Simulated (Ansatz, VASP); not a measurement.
# Two plane-wave programs on Al4GeRu

```
Al Ge Ru
1.0
     4.66633    0.00000    0.00000
    -2.33317    4.04116    0.00000
     0.00000    0.00000    5.07067
Al Ge Ru
4 1 1
Direct
  0.33333 0.66667 0.75384
  0.33333 0.66667 0.24616
  0.66667 0.33333 0.75384
  0.66667 0.33333 0.24616
  0.00000 0.00000 0.50000
  0.00000 0.00000 0.00000
```

Change from the starting cell: species swapped into the HfTaB4 type (P6/mmm, No. 191).

Alike in both runs: functional PBE; k mesh 6 × 6 × 2; occupations gaussian, width 0.1 eV; no spin polarisation.

Ansatz relaxed the structure, and its values are those at the end. VASP's run is a single point on that final structure, the one shown.

|  | VASP | Ansatz |
| --- | --- | --- |
| version | VASP 6.6.1 | Ansatz 0.2.0 |
| potentials or method | VASP PAW PBE potentials, release 64 (Al, Ge_d, Ru_pv), cutoff 520 eV | scalar-relativistic, plane waves, PAW |
| valence electrons in the cell | 40 | 42 |

```tsv
	VASP	Ansatz	Ansatz less VASP
gap on the k mesh at the Fermi level (eV)	none	none	-
pressure (GPa)	-0.1	-0.1	+0.01
rms of the force components (eV/Å)	0.003	0.003	-0.0004
```

A gap of «none» marks a metal or a gap that the smearing closes. VASP's potentials hold 40 valence electrons a cell and Ansatz's 42, so a difference there can come from the potentials and not from the codes.

The k mesh is coarse, so the values compare programs but aren't converged.
